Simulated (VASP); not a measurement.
# AlN: single point with HSE06

Crystal: AlN.

```
CELL_PARAMETERS angstrom
3.10669 0.07767 0.00000
-1.48608 2.65164 0.00000
0.00000 0.00000 4.97859
ATOMIC_POSITIONS crystal
Al 0.33082 0.66674 0.99668
Al 0.66918 0.33326 0.49668
N 0.32564 0.66736 0.37832
N 0.67436 0.33264 0.87832
```

This cell differs from its parent crystal: shear xy strain +5.0%.

| Quantity | Value |
| --- | --- |
| Program | VASP 6.6.1 |
| Task | single point |
| Functional | HSE06 |
| Potentials or basis | VASP PAW PBE potentials, release 64 (Al, N) |
| Cutoff | 520 eV |
| k mesh | 6 × 6 × 4 |
| Occupations | gaussian, width 0.01 eV |
| Spin | no spin polarisation |

| Quantity | Value |
| --- | --- |
| Pressure | -0.8 GPa |
| Largest force | 0.006 eV/Å |
| Band gap on the k mesh | 5.57 eV |

Forces on the atoms (eV/Å):
```
Al   0.000  0.001 -0.005
Al   0.000 -0.001 -0.005
N   -0.004  0.001  0.005
N    0.004 -0.001  0.005
```

Stress tensor (GPa, compression positive):
```
-1.13 -6.72  0.00
-6.72 -0.16  0.00
 0.00  0.00 -1.10
```

Levels at points of the mesh, in eV from the valence-band top:
```
           k point  band 5  band 6  band 7  band 8  band 9  band 10  band 11  band 12
(0.00, 0.00, 0.00)   -0.71   -0.38   -0.05    0.00    5.57     8.08    12.25    12.56
(0.50, 0.00, 0.00)   -3.74   -2.02   -1.93   -0.49    7.35     7.60    10.07    11.95
(0.00, 0.50, 0.00)   -3.63   -2.29   -1.89   -0.76    7.18     7.19     9.76    11.99
(0.50, 0.50, 0.00)   -3.54   -2.64   -1.78   -1.02    6.81     6.97     9.42    11.91
(0.00, 0.00, 0.50)   -0.79   -0.79   -0.39   -0.39    7.94     7.94    11.90    11.90
(0.50, 0.00, 0.50)   -1.50   -1.50   -1.28   -1.28    6.71     6.71    11.02    11.02
(0.00, 0.50, 0.50)   -1.62   -1.62   -1.46   -1.46    6.65     6.65    10.81    10.81
(0.50, 0.50, 0.50)   -1.92   -1.92   -1.48   -1.48    6.58     6.58    10.65    10.65
```

It took 15 min on 4 MPI ranks on AMD EPYC 7R13 Processor (Zen 3), with other jobs on the host, peak memory 0.27 GiB a rank.

Caveat: the cell differs from its parent crystal (shear xy strain +5.0%); the PAW data sets were made with another functional, which shifts forces and pressure a little.
